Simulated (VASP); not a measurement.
# Al12H in VASP: notebook

Al12H is run at these levels: PBE; tasks: single point.

Program: VASP 6.6.1. These are calculated values, not measurements. Logs are shortened: lines on timing, memory, paths and dates and some standing lists are left out, and cuts for length are marked.

### Step 1. The cell of the first run

The cell holds a slab with vacuum, 13 atoms: a = 5.714 Å, b = 5.714 Å, c = 21.602 Å, α = 90.00°, β = 90.00°, γ = 120.00°.

### Step 2. Single point, PBE, collinear spin

INCAR

```
ALGO = Normal ; DIPOL = 0.5 0.5 0.306
EDIFF = 1E-6 ; ENCUT = 520
GGA = PE ; IDIPOL = 3
ISIF = 2 ; ISMEAR = 0
ISPIN = 2 ; LASPH = T
LCHARG = F ; LDIPOL = T
LORBIT = 11 ; LREAL = F
LWAVE = F ; MAGMOM = 0 0 0 0 0 0 0 0 0 0 0 0 1
NBANDS = 34 ; NELM = 150
PREC = Accurate ; SIGMA = 0.1
```

KPOINTS

```
k-points
0
Gamma
  6 6 1
```

POSCAR

```
Al12H
1.0
    5.7143028096      0.0000000000      0.0000000000
   -2.8571514048      4.9487313980      0.0000000000
    0.0000000000      0.0000000000     21.6016424764
Al H
12 1
Direct
    0.3333333333      0.1666666667      0.1851711047
    0.3333333333      0.6666666667      0.1851711047
    0.8333333333      0.1666666667      0.1851711047
    0.8333333333      0.6666666667      0.1851711047
    0.1666666667      0.3333333333      0.2916873740
    0.1666666667      0.8333333333      0.2916873740
    0.6666666667      0.3333333333      0.2916873740
    0.6666666667      0.8333333333      0.2916873740
    0.0000000000      0.0000000000      0.3981939098
    0.0000000000      0.5000000000      0.3981939098
    0.5000000000      0.0000000000      0.3981939098
    0.5000000000      0.5000000000      0.3981939098
    0.1111111111     -0.1111111111      0.4755028460
```

Potentials or basis: VASP PAW PBE potentials, release 64 (Al, H).

Launch:

```sh
$ cat potpaw_PBE.64/Al/POTCAR potpaw_PBE.64/H/POTCAR > POTCAR
$ mpirun -np 1 vasp_std > vasp.out
```

OUTCAR:

```text
EDIFF = 1E-6
   ENCUT = 520
   GGA = PE
   ISIF = 2
   ISMEAR = 0
   ISPIN = 2
   LASPH = T
   LORBIT = 11
   LREAL = F
   NELM = 150
   PREC = Accurate

 ion  position               nearest neighbor table
   1  0.333  0.167  0.185-   5 2.83   6 2.83   7 2.83   4 2.86   2 2.86   2 2.86   4 2.86   3 2.86
                             3 2.86
   2  0.333  0.667  0.185-   6 2.83   5 2.83   8 2.83   3 2.86   1 2.86   1 2.86   3 2.86   4 2.86
                             4 2.86
   3  0.833  0.167  0.185-   7 2.83   8 2.83   5 2.83   4 2.86   2 2.86   4 2.86   2 2.86   1 2.86
                             1 2.86
   4  0.833  0.667  0.185-   8 2.83   7 2.83   6 2.83   3 2.86   1 2.86   3 2.86   1 2.86   2 2.86
                             2 2.86
   5  0.167  0.333  0.292-   9 2.83  12 2.83  10 2.83   1 2.83   2 2.83   3 2.83   8 2.86   6 2.86
                             6 2.86   8 2.86   7 2.86   7 2.86
   6  0.167  0.833  0.292-  10 2.83  11 2.83   9 2.83   2 2.83   1 2.83   4 2.83   7 2.86   5 2.86
                             5 2.86   7 2.86   8 2.86   8 2.86
   7  0.667  0.333  0.292-  11 2.83  10 2.83  12 2.83   3 2.83   4 2.83   1 2.83   8 2.86   6 2.86
                             8 2.86   6 2.86   5 2.86   5 2.86
   8  0.667  0.833  0.292-  12 2.83   9 2.83  11 2.83   4 2.83   3 2.83   2 2.83   7 2.86   5 2.86
                             7 2.86   5 2.86   6 2.86   6 2.86
   9  0.000  0.000  0.398-  13 2.00   5 2.83   8 2.83   6 2.83  12 2.86  10 2.86  10 2.86  12 2.86
                            11 2.86  11 2.86
  10  0.000  0.500  0.398-   6 2.83   7 2.83   5 2.83   9 2.86  11 2.86   9 2.86  11 2.86  12 2.86
                            12 2.86
  11  0.500  0.000  0.398-   7 2.83   6 2.83   8 2.83  10 2.86  12 2.86  12 2.86  10 2.86   9 2.86
                             9 2.86
  12  0.500  0.500  0.398-   8 2.83   5 2.83   7 2.83   9 2.86  11 2.86  11 2.86   9 2.86  10 2.86
                            10 2.86
  13  0.111  0.889  0.476-   9 2.00

  LATTYP: Found a hexagonal cell.
 ALAT       =     5.7143028096
 C/A-ratio  =     3.7802761240

  Lattice vectors:

 A1 = (   5.7143028096,   0.0000000000,   0.0000000000)
 A2 = (  -2.8571514048,   4.9487313980,   0.0000000000)
 A3 = (   0.0000000000,   0.0000000000,  21.6016424764)

Analysis of symmetry for initial positions (statically):
=====================================================================
 Subroutine PRICEL returns:
 Original cell was already a primitive cell.

 Routine SETGRP: Setting up the symmetry group for a
 hexagonal supercell.

 Subroutine GETGRP returns: Found  2 space group operations
 (whereof  2 operations were pure point group operations)
 out of a pool of 24 trial point group operations.

The static configuration has the point symmetry C_1h.

Analysis of symmetry for dynamics (positions and initial velocities):
=====================================================================
 Subroutine PRICEL returns:
 Original cell was already a primitive cell.

 Routine SETGRP: Setting up the symmetry group for a
 hexagonal supercell.

 Subroutine GETGRP returns: Found  2 space group operations
 (whereof  2 operations were pure point group operations)
 out of a pool of 24 trial point group operations.

The dynamic configuration has the point symmetry C_1h.

Analysis of structural, dynamic, and magnetic symmetry:
=====================================================================
 Subroutine PRICEL returns:
 Original cell was already a primitive cell.

 Routine SETGRP: Setting up the symmetry group for a
 hexagonal supercell.

 Subroutine GETGRP returns: Found  2 space group operations
 (whereof  2 operations were pure point group operations)
 out of a pool of 24 trial point group operations.

The overall configuration has the point symmetry C_1h.

 Subroutine INISYM returns: Found  2 space group operations
 (whereof  2 operations are pure point group operations),
 and found     1 'primitive' translations

----------------------------------------------------------------------------------------

                                     Primitive cell

  volume of cell :     610.8631

  direct lattice vectors                    reciprocal lattice vectors
     5.714302810  0.000000000  0.000000000     0.174999476  0.101035995  0.000000000
    -2.857151405  4.948731398  0.000000000     0.000000000  0.202071990  0.000000000
[... 109 lines left out ...]
   EFERMI =   0.00;   METHOD = LEGACY
   ISMEAR =     0;   SIGMA  =   0.10  broadening in eV -4-tet -1-fermi 0-gaus
   EFERMI_NEDOS =   21; number of points for ismear=-14 and -15
   IALGO  =     38    algorithm
   IMIX   =      4    mixing-type and parameters
     AMIX     =   0.40;   BMIX     =  1.00
     AMIX_MAG =   1.60;   BMIX_MAG =  1.00
  volume/ion in A,a.u.               =      46.99       317.10
  Fermi-wavevector in a.u.,A,eV,Ry     =   0.642926  1.214953  5.624015  0.413353
  Thomas-Fermi vector in A             =   1.709757
   LORBIT       =     11    0 simple, 1 ext, 2 COOP (PROOUT), +10 PAW based schemes
   GGA     = PE    functional components
   LHFCALC =     F    Hartree Fock is set to
   AEXX    =    0.0000 exact exchange contribution
   IVDW    =     0    specifies the selected vdW correction
   LEPSILON=     F    determine dielectric tensor
   LRPA    =     F    only Hartree local field effects (RPA)
 spin polarized calculation
 Gauss-broadening in eV      SIGMA  =   0.10
  energy-cutoff  :      520.00
  volume of cell :      610.86
 maximum number of plane-waves:     16489
   NGX = 21   NGY = 21   NGZ = 81

 dipolmoment           0.000000      0.000000     -0.129258 electrons x Angstroem

 number of electron      37.0000001 magnetization      -0.0000562

 number of electron      37.0000001 magnetization       0.0000002

 dipolmoment           0.000000      0.000000      0.080799 electrons x Angstroem

 Free energy of the ion-electron system (eV)
  ---------------------------------------------------
  ext. energy  EPLUGINS =         0.00000000
  ---------------------------------------------------
  free energy    TOTEN  =       -44.73688662 eV

  energy without entropy =      -44.71493914  energy(sigma->0) =      -44.72591288

 E-fermi :  -0.1767     XC(G=0):  -4.1945

 val. band max:       -0.2532052851   @ k =   0.3333   0.1667   0.0000
 cond. band min:      -0.1439606556   @ k =  -0.1667   0.3333   0.0000
 fundamental gap:      0.1092446295
 Fermi energy:        -0.1767331518

 spin component 1

 k-point     1 :       0.0000    0.0000    0.0000
  band No.  band energies     occupation
      1     -10.7917      1.00000
      2      -9.1113      1.00000
      3      -6.5302      1.00000
      4      -4.9995      1.00000
      5      -4.9176      1.00000
      6      -4.9097      1.00000
[... 418 lines left out ...]
     29       3.1452      0.00000
     30       3.1558      0.00000
 Fermi energy:        -0.1767331518

 spin component 2

 k-point     1 :       0.0000    0.0000    0.0000
  band No.  band energies     occupation
      1     -10.7917      1.00000
      2      -9.1113      1.00000
      3      -6.5302      1.00000
      4      -4.9995      1.00000
      5      -4.9176      1.00000
      6      -4.9097      1.00000
[... 418 lines left out ...]
     29       3.1452      0.00000
     30       3.1558      0.00000
 [bands above 30 left out]

------------------------ aborting loop because EDIFF is reached ----------------------------------------

 vacuum level on the upper side and lower side of the slab       (xc-potential included)         0.254        -0.250

  FORCE on cell =-STRESS in cart. coord.  units (eV):
  Direction    XX          YY          ZZ          XY          YZ          ZX
  --------------------------------------------------------------------------------------
  -------------------------------------------------------------------------------------
  Total       -3.3885029     -2.9999962     -0.8750977      0.3364567      0.4942863     -0.8561290
  in kB       -8.8873962     -7.8684171     -2.2952142      0.8824618      1.2964185     -2.2454628
  external PRESSURE =      -6.3503425 kB  Pullay stress =       0.0000000 kB

 VOLUME and BASIS-vectors are now :
 -----------------------------------------------------------------------------
  energy-cutoff  :      520.00
  volume of cell :      610.86
      direct lattice vectors                 reciprocal lattice vectors
     5.714302810  0.000000000  0.000000000     0.174999476  0.101035995  0.000000000
    -2.857151405  4.948731398  0.000000000     0.000000000  0.202071990  0.000000000
     0.000000000  0.000000000 21.601642476     0.000000000  0.000000000  0.046292776

 POSITION                                       TOTAL-FORCE (eV/Angst)
 -----------------------------------------------------------------------------------
      1.42858      0.82479      4.00000         0.033325      0.138651     -0.060181
     -0.00000      3.29915      4.00000         0.105363     -0.060831     -0.057759
      4.28573      0.82479      4.00000        -0.032090      0.018527     -0.119695
      2.85715      3.29915      4.00000        -0.103413     -0.098186     -0.060181
      0.00000      1.64958      6.30093        -0.033490      0.084618     -0.064160
     -1.42858      4.12394      6.30093         0.059703     -0.034470      0.297966
      2.85715      1.64958      6.30093         0.124121     -0.071661     -0.091193
      1.42858      4.12394      6.30093        -0.090026     -0.013306     -0.064160
      0.00000      0.00000      8.60164         0.388635     -0.224379      1.259703
     -1.42858      2.47437      8.60164         0.015819     -0.021324      0.143186
      2.85715      0.00000      8.60164         0.026377     -0.003038      0.143186
      1.42858      2.47437      8.60164        -0.073575      0.042479     -0.101207
     -1.90477      4.39887     10.27164        -0.420747      0.242918     -1.225505
 -----------------------------------------------------------------------------------
    total drift:                               -0.000065      0.000037     -0.000050

  FREE ENERGIE OF THE ION-ELECTRON SYSTEM (eV)
  ---------------------------------------------------
  free  energy   TOTEN  =       -44.7368866202 eV

  energy  without entropy=      -44.7149391408  energy(sigma->0) =      -44.72591288

 vacuum level on the upper side and lower side of the slab         4.290         3.773

 total charge

# of ion       s       p       d       tot
------------------------------------------
    1        0.456   0.308   0.000   0.764
    2        0.451   0.313   0.000   0.763
    3        0.449   0.315   0.000   0.764
    4        0.456   0.308   0.000   0.764
    5        0.439   0.341   0.000   0.780
    6        0.429   0.342   0.000   0.771
    7        0.437   0.345   0.000   0.782
    8        0.439   0.341   0.000   0.780
    9        0.420   0.324   0.000   0.744
   10        0.455   0.302   0.000   0.757
   11        0.455   0.302   0.000   0.757
   12        0.459   0.312   0.000   0.770
   13        0.452   0.004   0.000   0.456
--------------------------------------------------
tot          5.795   3.857   0.000   9.652

 magnetization (x)

# of ion       s       p       d       tot
------------------------------------------
    1       -0.000  -0.000   0.000  -0.000
    2       -0.000  -0.000   0.000  -0.000
    3       -0.000  -0.000   0.000  -0.000
    4       -0.000  -0.000   0.000  -0.000
    5       -0.000   0.000   0.000  -0.000
    6       -0.000  -0.000   0.000  -0.000
    7       -0.000   0.000   0.000  -0.000
    8       -0.000   0.000   0.000  -0.000
    9        0.000  -0.000   0.000   0.000
   10        0.000   0.000   0.000   0.000
   11        0.000   0.000   0.000   0.000
   12        0.000   0.000   0.000   0.000
   13        0.000  -0.000   0.000   0.000
--------------------------------------------------
tot         -0.000   0.000   0.000  -0.000
```

It took 30 min on 1 thread of Oxide Virtual Turin-like, shared host; peak memory 0.99 GiB.

What came out:

```yaml
Free_energy: -44.7369 eV
Largest_force: 1.337 eV/Å
Net_moment: 0.00 μB per cell
Valence_electrons_inside_the_program's_atomic_spheres: Al 0.76, 0.78, 0.77, 0.74 (each value once); H 0.46
```

Forces on the atoms (eV/Å):
```
Al   0.033  0.139 -0.060
Al   0.105 -0.061 -0.058
Al  -0.032  0.019 -0.120
Al  -0.103 -0.098 -0.060
Al  -0.033  0.085 -0.064
Al   0.060 -0.034  0.298
Al   0.124 -0.072 -0.091
Al  -0.090 -0.013 -0.064
Al   0.389 -0.224  1.260
Al   0.016 -0.021  0.143
Al   0.026 -0.003  0.143
Al  -0.074  0.042 -0.101
H   -0.421  0.243 -1.226
```

### Step 3. Single point, PBE, collinear spin

INCAR

```
SYSTEM = Al12H
ALGO = Normal
DIPOL = 0.5 0.5 0.307
EDIFF = 1E-6
ENCUT = 520
GGA = PE
IDIPOL = 3
ISIF = 2
ISMEAR = 0
ISPIN = 2
LASPH = .TRUE.
LCHARG = .FALSE.
LDIPOL = .TRUE.
LORBIT = 11
LREAL = .FALSE.
LWAVE = .FALSE.
MAGMOM = 0 0 0 0 0 0 0 0 0 0 0 0 1
NBANDS = 34
NELM = 150
PREC = Accurate
SIGMA = 0.1
```

KPOINTS

```
k-points
0
G
  6 6 1
  0 0 0
```

POSCAR, as its differences from that of step 2:

```diff
@@ -20,2 +20,2 @@
     0.5000000000      0.5000000000      0.3981939098
-    0.1111111111     -0.1111111111      0.4755028460
+    0.0555555556     -0.0555555556      0.4940199565
```

Potentials or basis: VASP PAW PBE potentials, release 64 (Al, H).

Launch:

```sh
$ cat potpaw_PBE.64/Al/POTCAR potpaw_PBE.64/H/POTCAR > POTCAR
$ mpirun -np 1 vasp_std > vasp.out
```

Wall time 26 min (1 thread of Oxide Virtual Turin-like, shared host); peak memory 1 GiB.

It converged, with:

* Free energy: -44.4153 eV
* Largest force: 2.058 eV/Å
* Net moment: 0.00 μB per cell
* Valence electrons inside the program's atomic spheres: Al 0.76, 0.77, 0.78, 0.74 (each value once); H 0.43

Forces in eV/Å, atoms in the order of the input:
```
Al   0.054  0.076 -0.071
Al   0.054 -0.031 -0.057
Al  -0.060  0.035 -0.109
Al  -0.039 -0.085 -0.071
Al  -0.019  0.176  0.004
Al   0.133 -0.077  0.154
Al   0.065 -0.038 -0.086
Al  -0.162 -0.072  0.004
Al   0.265 -0.153  2.035
Al  -0.013 -0.068 -0.011
Al   0.053  0.045 -0.011
Al   0.006 -0.003 -0.080
H   -0.337  0.195 -1.703
```

Levels at points of the mesh, in eV from the Fermi level:
Spin up:
```csv
k point,band 17,band 18,band 19,band 20,band 21,band 22
"(0.00, 0.00, 0.00)",-1.37,-0.39,-0.37,-0.26,-0.15,-0.15
"(0.50, 0.00, 0.00)",-0.45,-0.25,-0.04,0.92,0.98,1.33
"(0.50, 0.50, 0.00)",-0.38,-0.25,-0.13,0.92,0.94,1.33
```
Spin down:
```csv
k point,band 17,band 18,band 19,band 20,band 21,band 22
"(0.00, 0.00, 0.00)",-1.37,-0.39,-0.37,-0.26,-0.15,-0.15
"(0.50, 0.00, 0.00)",-0.45,-0.25,-0.04,0.92,0.98,1.33
"(0.50, 0.50, 0.00)",-0.38,-0.25,-0.13,0.92,0.94,1.33
```
